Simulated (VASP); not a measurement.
# AgI (F-43m) in VASP: a series of runs, part 2 of 2

VASP 6.6.1. Earlier steps stand in the parts before.

**6. Single point, LDA**

This run uses another cell than the first one, of 33.84 Å³/atom, 1.144 times its volume.

Input file INCAR:

```
PREC = Accurate
ENCUT = 500
EDIFF = 1E-6
ISMEAR = 0
SIGMA = 0.01
LREAL = F
LASPH = T
NELM = 120
ALGO = Normal
ISIF = 2
LWAVE = F
LCHARG = F
GGA = CA
NBANDS = 16
GGA_COMPAT = F
```

Input file KPOINTS:

```
Automatic mesh
0
Gamma
  6 6 6
```

Input file POSCAR:

```
AgI
1.0
    3.2344670829      3.2344670829      0.0000000000
   -3.2344670829      3.2344670829      0.0000000000
    0.0000000000      3.2344670829      3.2344670829
Ag I
1 1
Direct
    0.0000000000      0.0000000000      0.0000000000
    0.7500000000      0.2500000000      0.5000000000
```

Potentials or basis: VASP PAW LDA potentials, release 64 (Ag, I).

Run with:

```bash
$ cat potpaw_LDA.64/Ag/POTCAR potpaw_LDA.64/I/POTCAR > POTCAR
$ mpirun -np 1 vasp_std > vasp.out
```

OUTCAR:

```text
PREC = Accurate
   ENCUT = 500
   EDIFF = 1E-6
   ISMEAR = 0
   LREAL = F
   LASPH = T
   NELM = 120
   ISIF = 2
   GGA = CA

 ion  position               nearest neighbor table
   1  0.000  0.000  0.000-   2 2.80   2 2.80   2 2.80   2 2.80
   2  0.750  0.250  0.500-   1 2.80   1 2.80   1 2.80   1 2.80

  LATTYP: Found a face centered cubic cell.
 ALAT       =     6.4689341658

  Lattice vectors:

 A1 = (   0.0000000000,   3.2344670829,   3.2344670829)
[... 480 lines left out ...]
------------------------ aborting loop because EDIFF is reached ----------------------------------------

  FORCE on cell =-STRESS in cart. coord.  units (eV):
  Direction    XX          YY          ZZ          XY          YZ          ZX
  --------------------------------------------------------------------------------------
  -------------------------------------------------------------------------------------
  Total       -0.8394643     -0.8394643     -0.8394643      0.0000000      0.0000000      0.0000000
  in kB      -19.8735106    -19.8735106    -19.8735106      0.0000000      0.0000000      0.0000000
  external PRESSURE =     -19.8735106 kB  Pullay stress =       0.0000000 kB

 VOLUME and BASIS-vectors are now :
 -----------------------------------------------------------------------------
  energy-cutoff  :      500.00
  volume of cell :       67.68
      direct lattice vectors                 reciprocal lattice vectors
     3.234467083  3.234467083  0.000000000     0.154584971  0.154584971 -0.154584971
    -3.234467083  3.234467083  0.000000000    -0.154584971  0.154584971 -0.154584971
     0.000000000  3.234467083  3.234467083     0.000000000  0.000000000  0.309169942

 POSITION                                       TOTAL-FORCE (eV/Angst)
 -----------------------------------------------------------------------------------
      0.00000      0.00000      0.00000        -0.000000     -0.000000      0.000000
      1.61723      4.85170      1.61723         0.000000      0.000000      0.000000
 -----------------------------------------------------------------------------------
    total drift:                               -0.000000      0.000000      0.000000

  FREE ENERGIE OF THE ION-ELECTRON SYSTEM (eV)
  ---------------------------------------------------
  free  energy   TOTEN  =        -6.0977655677 eV

  energy  without entropy=       -6.0977655677  energy(sigma->0) =       -6.09776557
```

stdout:

```text
POSCAR found type information on POSCAR AgI
 POSCAR found :  2 types and       2 ions
 scaLAPACK will be used
 LDA part: xc-table for (Slater(with rela. corr.)+CA(PZ))
 , standard interpolation
 POSCAR, INCAR and KPOINTS ok, starting setup
 FFT: planning ... GRIDC
 FFT: planning ... GRID_SOFT
 FFT: planning ... GRID
 WAVECAR not read
 entering main loop
```

Run time: 5.8 s. Hardware: 1 thread of Intel Xeon 6975P-C (Granite Rapids), shared host; peak memory 0.17 GiB.

What came out:

| Item | Value |
| --- | --- |
| Free energy | -6.0978 eV |
| Pressure | -2.0 GPa |
| Band gap on the k mesh | 1.09 eV, direct |

Caveat: spin-orbit coupling is left out, which moves the levels of the heavy elements.

**7. Relaxation of cell and atoms, LDA, target pressure -2 GPa, at which the enthalpy is minimised**

This run uses another cell than the first one, of 31.97 Å³/atom, 1.081 times its volume.

Input file INCAR:

```
PREC = Accurate
ENCUT = 500
EDIFF = 1E-7
ISMEAR = 0
SIGMA = 0.01
LREAL = False
LASPH = True
NELM = 120
ALGO = Normal
ISIF = 3
LWAVE = False
LCHARG = False
GGA = CA
IBRION = 2
NSW = 100
EDIFFG = -0.002
PSTRESS = -20.0
GGA_COMPAT = False
NELMIN = 4
```

Input file KPOINTS:

```
regular mesh
0
Gamma
  6 6 6
```

Input file POSCAR:

```
AgI
1.0
    3.1739602599      3.1739602599      0.0000000000
   -3.1739602599      3.1739602599      0.0000000000
    0.0000000000      3.1739602599      3.1739602599
Ag I
1 1
Direct
    0.0000000000      0.0000000000      0.0000000000
    0.7500000000      0.2500000000      0.5000000000
```

Potentials or basis: VASP PAW LDA potentials, release 64 (Ag, I).

Run with:

```bash
$ cat potpaw_LDA.64/Ag/POTCAR potpaw_LDA.64/I/POTCAR > POTCAR
$ mpirun -np 1 vasp_std > vasp.out
```

OUTCAR:

```text
PREC = Accurate
   ENCUT = 500
   EDIFF = 1E-7
   ISMEAR = 0
   LREAL = False
   LASPH = True
   NELM = 120
   ISIF = 3
   GGA = CA
   IBRION = 2
   NSW = 100
   EDIFFG = -0.002
   PSTRESS = -20.0
   NELMIN = 4

 ion  position               nearest neighbor table
   1  0.000  0.000  0.000-   2 2.75   2 2.75   2 2.75   2 2.75
   2  0.750  0.250  0.500-   1 2.75   1 2.75   1 2.75   1 2.75

  LATTYP: Found a face centered cubic cell.
 ALAT       =     6.3479205198

  Lattice vectors:

 A1 = (   0.0000000000,   3.1739602599,   3.1739602599)
 A2 = (   3.1739602599,   0.0000000000,   3.1739602599)
 A3 = (   3.1739602599,   3.1739602599,   0.0000000000)

Analysis of symmetry for initial positions (statically):
=====================================================================
 Subroutine PRICEL returns:
 Original cell was already a primitive cell.

 Routine SETGRP: Setting up the symmetry group for a
 face centered cubic supercell.

 Subroutine GETGRP returns: Found 24 space group operations
 (whereof 24 operations were pure point group operations)
[... 143 lines left out ...]
 maximum number of plane-waves:      1640
 NGX is ok and might be reduce to    36
   NGX = 17   NGY = 17   NGZ = 17

--------------------------------------- Ionic step        1  -------------------------------------------

 number of electron      18.0000002 magnetization

 Free energy of the ion-electron system (eV)
  ---------------------------------------------------
  ext. energy  EPLUGINS =         0.00000000
  ---------------------------------------------------
  free energy    TOTEN  =        -6.12168296 eV

  energy without entropy =       -6.12168296  energy(sigma->0) =       -6.12168296

------------------------ aborting loop because EDIFF is reached ----------------------------------------

  FORCE on cell =-STRESS in cart. coord.  units (eV):
  Direction    XX          YY          ZZ          XY          YZ          ZX
  --------------------------------------------------------------------------------------
  -------------------------------------------------------------------------------------
  Total        0.0125139      0.0125139      0.0125139     -0.0000000      0.0000000     -0.0000000
  in kB        0.3135232      0.3135232      0.3135232     -0.0000000      0.0000000     -0.0000000
  external PRESSURE =      20.3135232 kB  Pullay stress =     -20.0000000 kB
[... 63 lines left out ...]
--------------------------------------- Ionic step        3  -------------------------------------------

 number of electron      17.9999998 magnetization

 Free energy of the ion-electron system (eV)
  ---------------------------------------------------
  ext. energy  EPLUGINS =         0.00000000
  ---------------------------------------------------
  free energy    TOTEN  =        -6.09700760 eV

  energy without entropy =       -6.09700760  energy(sigma->0) =       -6.09700760

 E-fermi :   3.0795     XC(G=0):  -8.9032

 val. band max:        3.0364624899   @ k =   0.0000   0.0000   0.0000
 cond. band min:       4.1242182737   @ k =   0.0000   0.0000   0.0000
 fundamental gap:      1.0877557838
 Fermi energy:         3.0794959078

 k-point     1 :       0.0000    0.0000    0.0000
  band No.  band energies     occupation
      1      -9.8846      2.00000
      2      -1.2904      2.00000
      3      -1.2904      2.00000
      4      -1.2904      2.00000
      5      -0.1350      2.00000
      6      -0.1350      2.00000
      7       3.0365      2.00000
      8       3.0365      2.00000
      9       3.0365      2.00000
     10       4.1242      0.00000
     11       8.6485      0.00000
     12       8.6485      0.00000
     13       8.6485      0.00000
[... 271 lines left out ...]
  energy  without entropy=       -6.0970075972  energy(sigma->0) =       -6.09700760

  enthalpy is  TOTEN    =        -6.9423869810 eV   P V=       -0.8453793838

 reached required accuracy - stopping structural energy minimisation
```

CONTCAR:

```text
AgI
   1.00000000000000
     3.2351971242171049    3.2351971242171049   -0.0000000000000000
    -3.2351971242171049    3.2351971242171049    0.0000000000000000
    -0.0000000000000000    3.2351971242171049    3.2351971242171049
  Ag              I
     1     1
Direct
     0.0000000000000000    0.0000000000000000    0.0000000000000000
     0.7500000000000000    0.2500000000000000    0.5000000000000000

  0.00000000E+00  0.00000000E+00  0.00000000E+00
  0.00000000E+00  0.00000000E+00  0.00000000E+00
```

Run time: 12 s. Hardware: 1 thread of Intel Xeon 6975P-C (Granite Rapids), shared host; peak memory 0.18 GiB.

What came out:

```
Free energy                                            : -6.0970 eV
Relaxed volume                                         : 33.86 Å³/atom
Relaxed cell                                           : a = 4.575 Å, b = 4.575 Å, c = 4.575 Å, α = 60.00°, β = 60.00°, γ = 90.00°
Space group after relaxing (to 0.05 Å)                 : F-43m (No. 216)
Energy change on relaxing (the enthalpy is what falls) : +12.3 meV/atom
Ionic steps                                            : 3
Pressure after relaxing                                : -2.0 GPa
Band gap on the k mesh                                 : 1.09 eV, direct
```

Step by step:
```tsv
step	energy change (eV)	largest force (eV/Å)	pressure (GPa)	volume (Å³)
1	0.0000	0.0000	0.03	63.95
2	0.0253	0.0000	-2.02	67.77
3	0.0247	0.0000	-2.01	67.72
```

Final structure:
```
CELL_PARAMETERS angstrom
3.23520 3.23520 0.00000
-3.23520 3.23520 0.00000
0.00000 3.23520 3.23520
ATOMIC_POSITIONS crystal
Ag 0.00000 0.00000 0.00000
I 0.75000 0.25000 0.50000
```

Levels at points of the mesh, in eV from the valence-band top:
```tsv
k point	band 5	band 6	band 7	band 8	band 9	band 10	band 11	band 12	band 13
(0.00, 0.00, 0.00)	-3.17	-3.17	0.00	0.00	0.00	1.09	5.61	5.61	5.61
(0.50, 0.00, 0.00)	-3.14	-3.14	-3.02	-0.75	-0.75	2.56	6.10	6.10	6.98
(0.50, 0.50, 0.00)	-3.08	-3.05	-2.70	-1.85	-1.85	3.38	3.70	8.29	9.51
```

Caveat: the cell is relaxed towards a set pressure, so the enthalpy falls and the energy may rise; spin-orbit coupling is left out, which moves the levels of the heavy elements.

**8. The runs side by side**

| task | cell | gap on the mesh (eV) | pressure (GPa) |
| --- | --- | --- | --- |
| single point | a = 4.373 Å, angles 60.0, 60.0, 90.0°, 2 atoms | 1.10 | 4.0 |
| single point | a = 4.425 Å, angles 60.0, 60.0, 90.0°, 2 atoms | 1.10 | 2.0 |
| single point | a = 4.489 Å, angles 60.0, 60.0, 90.0°, 2 atoms | 1.09 | 0.0 |
| single point | a = 4.574 Å, angles 60.0, 60.0, 90.0°, 2 atoms | 1.09 | -2.0 |
| relaxation of cell and atoms | relaxed to -2 GPa from a = 4.489 Å, angles 60.0, 60.0, 90.0°, 2 atoms | 1.09 | -2.0 |

Alike in all rows: level LDA; potentials or basis VASP PAW LDA potentials, release 64 (Ag, I); no spin polarisation; k mesh 6 × 6 × 6; cutoff (eV) 500; smearing gaussian 0.01 eV.

Caveats: spin-orbit coupling is left out, which moves the levels of the heavy elements; the cell is relaxed towards a set pressure, so the enthalpy falls and the energy may rise (some runs).

Absolute energies hang on the potentials; compare differences alone.
